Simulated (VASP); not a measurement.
Crystal: In.

```
CELL_PARAMETERS angstrom
3.04506 0.00000 0.00000
0.00000 3.04506 0.00000
0.00000 0.00000 3.04506
ATOMIC_POSITIONS crystal
In 0.00000 0.00000 0.00000
```

- Program: VASP 6.6.1
- Task: relaxation of cell and atoms
- Functional: revPBE
- Potentials or basis: VASP PAW PBE potentials, release 64 (In_d)
- Cutoff: 600 eV
- k mesh: 10 × 10 × 10
- Occupations: fermi-dirac, width 0.1 eV
- Spin: no spin polarisation

At the start: pressure 2.8 GPa; volume 28.24 Å³/atom.

Task: How do energy, volume and symmetry change on relaxing?

Result: Over 3 steps the energy falls by 19.2 meV/atom and the volume is 30.60 Å³/atom (+8.4 %); space group Pm-3m (No. 221, to 0.05 Å).

The path:
| step | energy change (eV) | largest force (eV/Å) | pressure (GPa) | volume (Å³) |
| --- | --- | --- | --- | --- |
| 1 | 0.0000 | 0.0000 | 2.81 | 28.24 |
| 2 | -0.0190 | 0.0000 | 0.27 | 30.31 |
| 3 | -0.0192 | 0.0000 | -0.02 | 30.60 |

Final structure:
```xyz
1
Lattice="3.1277 0.0000 0.0000 0.0000 3.1277 0.0000 0.0000 0.0000 3.1277" Properties=species:S:1:pos:R:3 pbc="T T T"
In    0.0000    0.0000    0.0000
```

Caveat: the PAW data sets were made with another functional, which shifts forces and pressure a little.
